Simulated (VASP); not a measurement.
A run of VASP 6.6.1 is set up as follows.

Contents of POSCAR:

```
NaF
1.0
    0.0000000000      2.2971680842      2.2971680842
    2.3890548075      0.0000000000      2.2971680842
    2.3890548075      2.2971680842      0.0000000000
Na F
1 1
Direct
    0.0000000000      0.0000000000      0.0000000000
    0.5000000000      0.5000000000      0.5000000000
```

Contents of INCAR.step1:

```
  PREC = Accurate
  ENCUT = 520
  ISMEAR = 0
  SIGMA = 0.01
  LREAL = F
  LASPH = T
  NELM = 100
  NBANDS = 14
  GGA = PE
  ALGO = Normal
  EDIFF = 1E-4
  LWAVE = T
  LCHARG = F
```

INCAR.step2

```
  PREC = Accurate
  ENCUT = 520
  EDIFF = 1E-6
  ISMEAR = 0
  SIGMA = 0.01
  LREAL = F
  LASPH = T
  NELM = 100
  ALGO = Normal
  ISIF = 2
  LWAVE = F
  LCHARG = F
  METAGGA = R2SCAN
  LMIXTAU = T
  NBANDS = 14
  ISTART = 1
```

Contents of KPOINTS:

```
regular mesh
0
Gamma
  10 10 10
```

Potentials or basis: VASP PAW PBE potentials, release 64 (Na_pv, F).

Launch:

```sh
$ cat potpaw_PBE.64/Na_pv/POTCAR potpaw_PBE.64/F/POTCAR > POTCAR
$ cp INCAR.step1 INCAR
$ mpirun -np 1 vasp_std > vasp.out
$ cp INCAR.step2 INCAR
$ mpirun -np 1 vasp_std > vasp.out
```

(1) What does it give for the band gap on the k mesh?

(2) Estimate the pressure.

## Answers

(1) 7.09 eV.

(2) -2.3 GPa.

Caveat: the cell differs from its parent crystal (uniaxial x strain +4.0%); the PAW data sets were made with another functional, which shifts forces and pressure a little.
